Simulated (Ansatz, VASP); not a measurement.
**Ti3Al in VASP and in Ansatz**

```xyz
4
Lattice="2.9275 0.0000 0.0000 -1.4638 2.5353 0.0000 0.0000 0.0000 9.2264" Properties=species:S:1:pos:R:3 pbc="T T T"
Ti    0.0000    1.6902    2.3011
Ti    0.0000    1.6902    6.9253
Ti    1.4638    0.8451    0.0000
Al    1.4638    0.8451    4.6132
```

Alike in both runs: task single point; functional LDA; k mesh 10 × 10 × 3; occupations fermi-dirac, width 0.05 eV; no spin polarisation.

```csv
,VASP,Ansatz
version,VASP 6.6.1,Ansatz 0.2.0
potentials or method,"VASP PAW LDA potentials, release 64 (Ti_sv, Al), cutoff 520 eV","all-electron LAPW, scalar-relativistic"
```

```tsv
	VASP	Ansatz	Ansatz less VASP
gap on the k mesh at the Fermi level (eV)	none	none	-
pressure (GPa)	-7.1	-7.1	0.00
traceless stress, the component that is largest in VASP (GPa)	0.06	0.02	-0.038
rms of the force components (eV/Å)	0.058	0.056	-0.0027
```

LDA's correlation is that of Perdew and Zunger in VASP and of Perdew and Wang (1992) in Ansatz. Atom by atom the forces differ by 0.003 eV/Å (rms over components). A gap of «none» marks a metal or a gap that the smearing closes. Ansatz ran all-electron here, and VASP with PAW potentials.
